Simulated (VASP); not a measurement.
Set up this calculation in VASP 6.6.1, as the native input.

* Task: single point
* Functional: PBEsol
* Potentials or basis: VASP PAW PBE potentials, release 64 (Mg, O)
* Cutoff: 520 eV
* k mesh: 4 × 8 × 6
* Occupations: gaussian, width 0.02 eV
* Spin: no spin polarisation
* Dipole correction: no
* Further INCAR settings: ALGO = Normal; EDIFF = 1e-06; NBANDS = 40

The structure of MgO2 lies in POSCAR:

```
MgO2
1.0
    7.6218560913      0.0000000000      0.0000000000
    0.0000000000      3.1513739299      0.0000000000
    0.0000000000      0.0000000000      4.8852896130
Mg O
4 8
Direct
    0.1263377367      0.2500000000      1.2943344714
    0.8736622633      0.7500000000     -0.2943344714
    0.3736622633      0.7500000000      0.7943344714
    0.6263377367      0.2500000000      0.2056655286
    0.7065907475      0.2500000000     -0.3962850574
    0.2934092525      0.7500000000      1.3962850574
    0.7934092525      0.7500000000      0.1037149426
    0.2065907475      0.2500000000      0.8962850574
    1.0531341108      0.2500000000      0.7124633433
   -0.0531341108      0.7500000000      0.2875366567
    0.4468658892      0.7500000000      0.2124633433
    0.5531341108      0.2500000000      0.7875366567
```

One way to write it, as run:

INCAR

```
SYSTEM = MgO2
PREC     = Accurate       ! precision mode
ENCUT    = 520            ! plane-wave cutoff, eV
EDIFF    = 1E-6           ! SCF threshold, eV
ISMEAR   = 0              ! smearing method
SIGMA    = 0.02           ! smearing width, eV
LREAL    = .False.        ! projectors in reciprocal space
LASPH    = .True.         ! aspherical terms in the spheres
NELM     = 100            ! most SCF steps
ALGO     = Normal         ! electronic algorithm
ISIF     = 2              ! what is computed and relaxed
LWAVE    = .False.        ! write WAVECAR
LCHARG   = .False.        ! write CHGCAR
GGA      = PS             ! functional
NBANDS   = 40             ! bands
```

KPOINTS

```
regular mesh
0
Gamma
  4 8 6
  0 0 0
```

Potentials or basis: VASP PAW PBE potentials, release 64 (Mg, O).

Command:

```sh
$ cat potpaw_PBE.64/Mg/POTCAR potpaw_PBE.64/O/POTCAR > POTCAR
$ mpirun -np 1 vasp_std > vasp.out
```

It gave:

The pressure is -0.1 GPa and the largest force is 0.205 eV/Å. The band gap on the k mesh is 3.01 eV (least direct gap 3.03 eV).

Caveat: the PAW data sets were made with another functional, which shifts forces and pressure a little.

It took 3 min on 1 thread of Intel(R) Xeon(R) Platinum 8488C (Sapphire Rapids), on a shared host, peak memory 0.34 GiB.
